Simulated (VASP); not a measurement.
Input of a VASP 6.6.1 run:

The input INCAR:

```
SYSTEM = Cs
PREC = Accurate
ENCUT = 520
EDIFF = 1E-7
ISMEAR = 0
SIGMA = 0.1
LREAL = .FALSE.
LASPH = .TRUE.
NELM = 100
ALGO = Normal
ISIF = 2
LWAVE = .FALSE.
LCHARG = .TRUE.
GGA = PE
LELF = .TRUE.
LVHAR = .TRUE.
NBANDS = 16
```

File KPOINTS:

```
regular mesh
0
G
  8 8 6
  0 0 0
```

Contents of POSCAR:

```
Cs
1.0
    5.5192519631      0.0000000000      0.0000000000
    0.0000000000      5.5663054271      0.0000000000
    0.0000000000      0.0000000000      7.6240848617
Cs
2
Direct
    0.0000000000      0.0000000000      0.0000000000
    0.5000000000      0.5000000000      0.5000000000
```

Potentials or basis: VASP PAW PBE potentials, release 64 (Cs_sv).

Launch:

```bash
$ cat potpaw_PBE.64/Cs_sv/POTCAR > POTCAR
$ mpirun -np 1 vasp_std > vasp.out
```

Q: What does it give for the pressure?

A: 0.0 GPa.

Q: Estimate the band gap on the k mesh.

A: Zero (band 9 reaches 1.18 eV, above the bottom of band 10 at -0.43 eV).

Caveat: the cell differs from its parent crystal (uniaxial strain along a: +2.0 %, then relaxed in part); spin-orbit coupling is left out, which moves the levels of the heavy elements.
